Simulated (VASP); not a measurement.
## Er4Cl: single point with PBE

Er4Cl:

```
CELL_PARAMETERS angstrom
5.71368 0.00000 0.00000
0.00000 5.71368 0.00000
0.00000 0.00000 5.71368
ATOMIC_POSITIONS crystal
Er 0.50000 0.00000 0.00000
Er 0.00000 0.50000 0.00000
Er 0.00000 0.00000 0.50000
Er 0.00000 0.00000 0.00000
Cl 0.50000 0.50000 0.50000
```

The cell was generated, and may not be a known phase.

```
Program                : VASP 6.6.1
Task                   : single point
Functional             : PBE
Potentials or basis    : VASP PAW PBE potentials, release 64 (Er_3, Cl), 4f in core
Cutoff                 : 500 eV
k mesh                 : 8 × 8 × 8
Occupations            : gaussian, width 0.1 eV
Spin                   : no spin polarisation
Dipole correction      : no
Further INCAR settings : ALGO = Normal; EDIFF = 1e-06; NBANDS = 30
```

* Pressure: 0.2 GPa
* Band gap on the k mesh: zero (an odd number of electrons rules out a gap without spin polarisation)

Levels at points of the mesh, in eV from the Fermi level:
| k point | band 20 | band 21 | band 22 | band 23 | band 24 | band 25 |
| --- | --- | --- | --- | --- | --- | --- |
| (0.00, 0.00, 0.00) | -1.24 | -0.85 | -0.85 | 0.01 | 0.52 | 0.52 |
| (0.50, 0.00, 0.00) | -0.47 | -0.31 | -0.31 | 0.78 | 0.96 | 0.96 |
| (0.50, 0.50, 0.00) | -0.37 | -0.37 | 0.05 | 0.53 | 0.94 | 1.34 |
| (0.50, 0.50, 0.50) | 0.01 | 0.68 | 0.99 | 0.99 | 0.99 | 1.43 |

Wall time 4.1 min on 1 thread of Intel(R) Xeon(R) 6975P-C (Granite Rapids), with other jobs on the host, peak memory 0.33 GiB.

Caveat: spin-orbit coupling is left out, which moves the levels of the heavy elements; the 4f electrons are frozen in the core, so they carry no moment and show no levels; the run has no spin polarisation, though such a crystal can be magnetic. Spin polarisation is off, so any magnetic state and its effect on volume and gap are missing.
